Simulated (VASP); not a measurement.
Write the native input for VASP 6.6.1 that does the following.

```
Task                   : single point
Functional             : PBE
Potentials or basis    : VASP PAW PBE potentials, release 64 (Te, Pb_d)
Cutoff                 : 520 eV
k mesh                 : 8 × 8 × 8
Occupations            : gaussian, width 0.05 eV
Spin                   : no spin polarisation
Dipole correction      : no
Further INCAR settings : ALGO = Normal; EDIFF = 1e-06; NBANDS = 17
```

The structure of TePb lies in POSCAR:

```
TePb
1.0
    0.0000000000      3.0367232652      3.6440679182
    3.0367232652      0.0000000000      3.6440679182
    3.0367232652      3.0367232652      0.0000000000
Te Pb
1 1
Direct
    0.5000000000      0.5000000000      0.5000000000
    0.0000000000      0.0000000000      0.0000000000
```

This cell differs from its parent crystal: ratio of the length along z to the lengths across it x 1.2, volume and fractional coordinates fixed.

These files were run (other wordings do the same):

INCAR

```
SYSTEM = TePb
PREC = Accurate
ENCUT = 520
EDIFF = 1E-6
ISMEAR = 0
SIGMA = 0.05
LREAL = .FALSE.
LASPH = .TRUE.
NELM = 60
ALGO = Normal
ISIF = 2
LWAVE = .FALSE.
LCHARG = .FALSE.
GGA = PE
NBANDS = 17
```

KPOINTS

```
regular mesh
0
G
  8 8 8
  0 0 0
```

Potentials or basis: VASP PAW PBE potentials, release 64 (Te, Pb_d).

Run with:

```bash
$ cat potpaw_PBE.64/Te/POTCAR potpaw_PBE.64/Pb_d/POTCAR > POTCAR
$ mpirun -np 1 vasp_std > vasp.out
```

Results of the run:

The pressure is 6.2 GPa and the band gap on the k mesh is 0.12 eV (least direct gap 0.21 eV).

Caveat: the cell stands under pressure; spin-orbit coupling is left out, which moves the levels of the heavy elements.

It took 85 s on 1 thread of Intel Xeon 8259CL, with other jobs on the host, peak memory 0.23 GiB.
